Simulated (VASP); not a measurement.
Write the native input for VASP 6.6.1 that does the following.

```
Task                   : single point
Functional             : LDA
Potentials or basis    : VASP PAW LDA potentials, release 64 (V_sv, Si)
Cutoff                 : 520 eV
k mesh                 : 6 × 6 × 4
Occupations            : gaussian, width 0.1 eV
Spin                   : no spin polarisation
Dipole correction      : no
Further INCAR settings : ALGO = Normal; EDIFF = 1e-06; NBANDS = 42
```

The structure of VSi2 (lda) lies in POSCAR:

```
VSi2
1.0
    4.5347995800      0.0000000000      0.0000000000
   -2.2673997900      3.9272516400      0.0000000000
    0.0000000000      0.0000000000      6.3189006300
V Si
3 6
Direct
    0.0000000000      0.5000000000      0.1666666700
    0.5000000000      0.5000000000      0.8333333300
    0.5000000000      0.0000000000      0.5000000000
    0.8375067800      0.6750135500      0.5000000000
    0.1624932300      0.8375067800      0.8333333300
    0.6750135500      0.8375067800      0.1666666700
    0.1624932200      0.3249864500      0.5000000000
    0.8375067800      0.1624932200      0.8333333300
    0.3249864500      0.1624932300      0.1666666700
```

One way to write it, as run:

INCAR

```
ALGO = Normal
EDIFF = 1E-6
ENCUT = 520
ISIF = 2
ISMEAR = 0
LASPH = True
LCHARG = True
LELF = True
LREAL = False
LVHAR = True
LWAVE = False
NBANDS = 42
NELM = 100
PREC = Accurate
SIGMA = 0.1
```

KPOINTS

```
k-points
0
Gamma
  6 6 4
```

Potentials or basis: VASP PAW LDA potentials, release 64 (V_sv, Si).

Run with:

```sh
$ cat potpaw_LDA.64/V_sv/POTCAR potpaw_LDA.64/Si/POTCAR > POTCAR
$ mpirun -np 1 vasp_std > vasp.out
```

It gave:

| Quantity | Value |
| --- | --- |
| Pressure | -4.4 GPa |
| Largest force | 0.115 eV/Å |

It took 89 s on 1 thread of Intel(R) Xeon(R) Platinum 8488C (Sapphire Rapids) (shared host), peak memory 0.23 GiB.
